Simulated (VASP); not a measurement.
Write the native input for VASP 6.6.1 that does the following.

* Task: single point
* Functional: LDA
* Potentials or basis: VASP PAW LDA potentials, release 64 (Ti_sv, Si)
* Cutoff: 520 eV
* k mesh: 18 × 18 × 18
* Occupations: gaussian, width 0.15 eV
* Spin: no spin polarisation
* Dipole correction: no
* Further INCAR settings: ALGO = Normal; EDIFF = 1e-06; NBANDS = 17

The structure of TiSi2 lies in POSCAR:

```
TiSi2
1.0
   -1.4918812718      1.7290134802      4.2450369792
    1.4918812718     -1.7290134802      4.2450369792
    1.4918812718      1.7290134802     -4.2450369792
Ti Si
1 2
Direct
    0.0000000000      0.0000000000      0.0000000000
    0.3369712579      0.3369712579      0.0000000000
    0.6630287421      0.6630287421      0.0000000000
```

This cell differs from its parent crystal: atoms shifted along a free coordinate.

The input as run:

INCAR

```
SYSTEM = TiSi2
ALGO     = Normal         ! electronic algorithm
EDIFF    = 1E-6           ! SCF threshold, eV
ENCUT    = 520            ! plane-wave cutoff, eV
GGA      = CA             ! functional
ISIF     = 2              ! what is computed and relaxed
ISMEAR   = 0              ! smearing method
LASPH    = .TRUE.         ! aspherical terms in the spheres
LCHARG   = .TRUE.         ! write CHGCAR
LELF     = .TRUE.         ! ELF
LREAL    = .FALSE.        ! projectors in reciprocal space
LVHAR    = .TRUE.       
LWAVE    = .FALSE.        ! write WAVECAR
NBANDS   = 17             ! bands
NELM     = 60             ! most SCF steps
PREC     = Accurate       ! precision mode
SIGMA    = 0.15           ! smearing width, eV
```

KPOINTS

```
k-points
0
G
  18 18 18
  0 0 0
```

Potentials or basis: VASP PAW LDA potentials, release 64 (Ti_sv, Si).

The run is started by

```bash
$ cat potpaw_LDA.64/Ti_sv/POTCAR potpaw_LDA.64/Si/POTCAR > POTCAR
$ mpirun -np 1 vasp_std > vasp.out
```

Results of the run:

```yaml
Pressure: -9.3 GPa
Largest_force: 0.308 eV/Å
Band_gap_on_the_k_mesh: zero (bands 10 and 11 overlap by 2.39 eV)
```

Caveat: the cell differs from its parent crystal (atoms shifted along a free coordinate); the cell stands under tension.

Wall time 6.3 min on 1 thread of Intel(R) Xeon(R) 6975P-C (Granite Rapids), with other jobs on the host, peak memory 0.68 GiB.
